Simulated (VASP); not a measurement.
Wanted: the native input for a VASP 6.6.1 run.

```
Task                   : single point
Functional             : r2SCAN
Potentials or basis    : VASP PAW PBE potentials, release 64 (Si, Ge_d)
Cutoff                 : 520 eV
k mesh                 : 6 × 6 × 6
Occupations            : gaussian, width 0.05 eV
Spin                   : no spin polarisation
Dipole correction      : no
Further INCAR settings : ALGO = Normal; EDIFF = 1e-06; NBANDS = 31
```

The system is Si7Ge.

```xyz
8
Lattice="5.4654 0.0000 0.0000 0.0000 5.4654 0.0000 0.0000 0.0000 5.4654" Properties=species:S:1:pos:R:3 pbc="T T T"
Si    1.3806    1.3806    1.3806
Si    0.0000    2.7327    2.7327
Si    2.7327    2.7327    0.0000
Si    2.7327    0.0000    2.7327
Si    4.0848    1.3806    4.0848
Si    4.0848    4.0848    1.3806
Si    1.3806    4.0848    4.0848
Ge   -0.1732   -0.1732   -0.1732
```

This cell differs from its parent crystal: atom 8 (Ge) moved -0.300 Å towards its neighbour atom 1 (Si) at 2.391 Å.

The input as run:

POSCAR

```
Si7Ge
1.0
    5.4653950700      0.0000000000      0.0000000000
    0.0000000000      5.4653950700      0.0000000000
    0.0000000000      0.0000000000      5.4653950700
Si Ge
7 1
Direct
    0.2526152100      0.2526152100      0.2526152100
    0.0000000000      0.5000000000      0.5000000000
    0.5000000000      0.5000000000      0.0000000000
    0.5000000000      0.0000000000      0.5000000000
    0.7473847900      0.2526152100      0.7473847900
    0.7473847900      0.7473847900      0.2526152100
    0.2526152100      0.7473847900      0.7473847900
   -0.0316912279     -0.0316912279     -0.0316912279
```

INCAR.step1

```
SYSTEM = Si7Ge
ALGO = Normal
EDIFF = 1E-4
ENCUT = 520
GGA = PE
ISMEAR = 0
LASPH = .TRUE.
LCHARG = .FALSE.
LREAL = .FALSE.
LWAVE = .TRUE.
NBANDS = 31
NELM = 80
PREC = Accurate
SIGMA = 0.05
```

INCAR.step2

```
SYSTEM = Si7Ge
ALGO = Normal
EDIFF = 1E-6
ENCUT = 520
ISIF = 2
ISMEAR = 0
ISTART = 1
LASPH = .TRUE.
LCHARG = .TRUE.
LELF = .TRUE.
LMIXTAU = .TRUE.
LREAL = .FALSE.
LVHAR = .TRUE.
LWAVE = .FALSE.
METAGGA = R2SCAN
NBANDS = 31
NELM = 80
PREC = Accurate
SIGMA = 0.05
```

KPOINTS

```
k-points
0
G
  6 6 6
  0 0 0
```

Potentials or basis: VASP PAW PBE potentials, release 64 (Si, Ge_d).

Run with:

```bash
$ cat potpaw_PBE.64/Si/POTCAR potpaw_PBE.64/Ge_d/POTCAR > POTCAR
$ cp INCAR.step1 INCAR
$ mpirun -np 1 vasp_std > vasp.out
$ cp INCAR.step2 INCAR
$ mpirun -np 1 vasp_std > vasp.out
```

Results of the run:

```yaml
Pressure: 0.5 GPa
Largest_force: 2.571 eV/Å
Band_gap_on_the_k_mesh: 0.35 eV
```

Caveat: the cell differs from its parent crystal (atom 8 (Ge) moved -0.300 Å towards its neighbour atom 1 (Si) at 2.391 Å); semilocal functionals underestimate gaps, and a narrow one can read as zero; the PAW data sets were made with another functional, which shifts forces and pressure a little.

Run time: 4.4 min on 1 thread of Intel(R) Xeon(R) 6975P-C (Granite Rapids), with other jobs on the host, peak memory 0.36 GiB.
